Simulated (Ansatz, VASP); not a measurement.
CuAu in VASP and in Ansatz

```
CELL_PARAMETERS angstrom
1.44306 0.83315 4.25617
-1.44306 0.83315 4.25617
0.00000 -1.66630 4.25617
ATOMIC_POSITIONS crystal
Au 0.00000 0.00000 0.00000
Cu 0.50000 0.50000 0.50000
```

Alike in both runs: functional LDA; k mesh 6 × 6 × 6; occupations fermi-dirac, width 0.05 eV; no spin polarisation.

|  | VASP | Ansatz |
| --- | --- | --- |
| version | VASP 6.6.1 | Ansatz 0.2.0 |
| potentials or method | VASP PAW LDA potentials, release 64 (Au, Cu) | Ansatz PAW |
| plane-wave cutoff (eV) | 520 | 420 |
| valence electrons in the cell | 22 | 38 |
| task | single point | projected density of states |

|  | VASP | Ansatz | Ansatz less VASP |
| --- | --- | --- | --- |
| gap on the k mesh at the Fermi level (eV) | none | none | - |
| pressure (GPa) | -11.9 | -12.4 | -0.53 |
| traceless stress, the component that is largest in VASP (GPa) | -2.61 | -2.76 | -0.151 |

LDA's correlation is that of Perdew and Zunger in VASP and of Perdew and Wang (1992) in Ansatz. A gap of «none» marks a metal or a gap that the smearing closes. VASP's potentials hold 22 valence electrons a cell and Ansatz's 38, so a difference there can come from the potentials and not from the codes.

The k mesh is coarse, so the values compare programs but aren't converged. Spin-orbit coupling is off throughout.
